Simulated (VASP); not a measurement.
Write the native input for VASP 6.6.1 that does the following.

| Property | Result |
| --- | --- |
| Task | single point |
| Functional | PBEsol |
| Potentials or basis | VASP PAW PBE potentials, release 64 (Mn_pv, As) |
| Cutoff | 520 eV |
| k mesh | 7 × 7 × 4 |
| Occupations | methfessel-paxton, width 0.2 eV |
| Spin | collinear spin, ferromagnetic start |
| Starting moments | [2.8, 2.8, 0.0, 0.0] μB |
| Dipole correction | no |
| Further INCAR settings | ALGO = Normal; EDIFF = 1e-07; NBANDS = 30 |

The structure of MnAs lies in POSCAR:

```
MnAs
1.0
    3.7100000000      0.0000000000      0.0000000000
   -1.8550000000      3.2129540000      0.0000000000
    0.0000000000      0.0000000000      5.6910000000
Mn As
2 2
Direct
    0.0000000000      0.0000000000      0.0000000000
    0.0000000000      0.0000000000      0.5000000000
    0.3333333333      0.6666666667      0.2500000000
    0.6666666667      0.3333333333      0.7500000000
```

These files were run (other wordings do the same):

INCAR

```
SYSTEM = MnAs
PREC = Accurate
ENCUT = 520
EDIFF = 1E-7
ISMEAR = 1
SIGMA = 0.2
LREAL = .FALSE.
LASPH = .TRUE.
NELM = 150
ALGO = Normal
ISIF = 2
LWAVE = .FALSE.
LCHARG = .FALSE.
ISPIN = 2
MAGMOM = 2.8 2.8 0 0
LORBIT = 11
LMAXMIX = 4
GGA = PS
NBANDS = 30
```

KPOINTS

```
Automatic mesh
0
G
  7 7 4
  0 0 0
```

Potentials or basis: VASP PAW PBE potentials, release 64 (Mn_pv, As).

Launch:

```console
$ cat potpaw_PBE.64/Mn_pv/POTCAR potpaw_PBE.64/As/POTCAR > POTCAR
$ mpirun -np 1 vasp_std > vasp.out
```

It gave:

```
Pressure                                              : -8.2 GPa
Net moment                                            : 6.28 μB per cell
Site moments                                          : Mn +3.19; As -0.12 μB
Valence electrons inside the program's atomic spheres : Mn 11.58; As 2.78
```

Caveat: the PAW data sets were made with another functional, which shifts forces and pressure a little; only a ferromagnetic start was run, and an antiferromagnetic order may lie lower in energy.

Run time: 110 s on 1 thread of Intel(R) Xeon(R) Platinum 8259CL CPU @ 2.50GHz (Skylake/Cascade Lake) (shared host), peak memory 0.23 GiB.
